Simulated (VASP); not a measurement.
Write the native input for VASP 6.6.1 that does the following.

| Property | Result |
| --- | --- |
| Task | single point |
| Functional | PBEsol |
| Potentials or basis | VASP PAW PBE potentials, release 64 (Cd_sv_GW, S) |
| Cutoff | 540 eV |
| k mesh | 6 × 6 × 4 |
| Occupations | gaussian, width 0.01 eV |
| Spin | no spin polarisation |
| Dipole correction | no |
| Second run | valence_matched |
| Further INCAR settings | ALGO = Normal; EDIFF = 1e-06; NBANDS = 34 |

The structure of CdS (Greenockite) lies in POSCAR:

```
CdS
1.0
    3.3826803964      0.0000000000      0.0000000000
   -1.6913401982      2.9294871561      0.0000000000
    0.0000000000      0.0000000000      6.9508315446
Cd S
2 2
Direct
    0.3333333333      0.6666666667      0.0279824152
    0.6666666667      0.3333333333      0.5279824152
    0.3333333333      0.6666666667      0.3470175848
    0.6666666667      0.3333333333      0.8470175848
```

These files were run (other wordings do the same):

INCAR

```
PREC     = Accurate       # precision mode
ENCUT    = 540            # plane-wave cutoff, eV
EDIFF    = 1E-6           # SCF threshold, eV
ISMEAR   = 0              # smearing method
SIGMA    = 0.01           # smearing width, eV
LREAL    = F              # projectors in reciprocal space
LASPH    = T              # aspherical terms in the spheres
NELM     = 120            # most SCF steps
ALGO     = Normal         # electronic algorithm
ISIF     = 2              # what is computed and relaxed
LWAVE    = F              # write WAVECAR
LCHARG   = T              # write CHGCAR
GGA      = PS             # functional
LELF     = T              # ELF
LVHAR    = T            
NBANDS   = 34             # bands
GGA_COMPAT= F
```

KPOINTS

```
Automatic mesh
0
Gamma
  6 6 4
```

Potentials or basis: VASP PAW PBE potentials, release 64 (Cd_sv_GW, S).

Command:

```console
$ cat potpaw_PBE.64/Cd_sv_GW/POTCAR potpaw_PBE.64/S/POTCAR > POTCAR
$ mpirun -np 1 vasp_std > vasp.out
```

Results of the run:

```yaml
Pressure: 38.6 GPa
Largest_force: 0.016 eV/Å
Band_gap_on_the_k_mesh: 0.35 eV, direct
```

Caveat: the PAW data sets were made with another functional, which shifts forces and pressure a little.

It took 58 s on 1 thread of AMD EPYC 7R43 64-Core Processor (Zen 3) (shared host), peak memory 0.19 GiB.
